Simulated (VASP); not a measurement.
**TiB2: relaxation of shape and atoms at fixed volume with PBE**

TiB2:

```
Ti B
1.0
     2.91709    0.00000    0.00000
    -1.45855    2.52628    0.00000
     0.00000    0.00000    3.06468
Ti B
1 2
Direct
  0.00000 0.00000 0.00000
  0.33333 0.66667 0.50000
  0.66667 0.33333 0.50000
```

This cell differs from its parent crystal: volume scaled by 0.88.

```yaml
Program: VASP 6.6.1
Task: relaxation of shape and atoms at fixed volume
Functional: PBE
Potentials_or_basis: VASP PAW PBE potentials, release 64 (Ti_sv, B)
Cutoff: 600 eV
k_mesh: 15 × 15 × 14
Occupations: gaussian, width 0.1 eV
Spin: no spin polarisation
Dipole_correction: no
Further_INCAR_settings: ALGO = Normal; EDIFF = 1e-07; IBRION = 2; EDIFFG = -0.01; NSW = 50; ISIF = 4
```

* Energy gained by relaxing: 0.1 meV/atom
* Ionic steps: 2
* Pressure after relaxing: 41.2 GPa
* Band gap on the k mesh: zero (band 9 reaches 11.85 eV, above the bottom of band 10 at 11.12 eV)

Stress tensor (GPa, compression positive):
```
41.11  0.00  0.00
 0.00 41.11  0.00
 0.00  0.00 41.40
```

Step by step:
```tsv
step	energy change (eV)	largest force (eV/Å)	pressure (GPa)	volume (Å³)
1	0.0000	0.0000	41.40	22.58
2	-0.0004	0.0000	41.20	22.58
```

Final structure:
```xyz
3
Lattice="2.9218 0.0000 0.0000 -1.4609 2.5304 0.0000 0.0000 0.0000 3.0548" Properties=species:S:1:pos:R:3 pbc="T T T"
Ti    0.0000    0.0000    3.0548
B     0.0000    1.6869    1.5274
B     1.4609    0.8435    1.5274
```

Levels at points of the mesh, in eV from the Fermi level:
```tsv
k point	band 6	band 7	band 8	band 9	band 10	band 11	band 12	band 13
(0.00, 0.00, 0.00)	-3.05	-3.05	-2.42	-2.13	2.27	2.27	4.40	4.40
(0.00, 0.00, 0.50)	-8.14	-0.65	-0.65	-0.36	-0.36	0.48	0.48	2.22
```

Run time: 57 s on 1 thread of AMD EPYC 9R45 96-Core Processor (Zen 5), with other jobs on the host, peak memory 0.17 GiB.

Caveat: the cell differs from its parent crystal (volume scaled by 0.88).
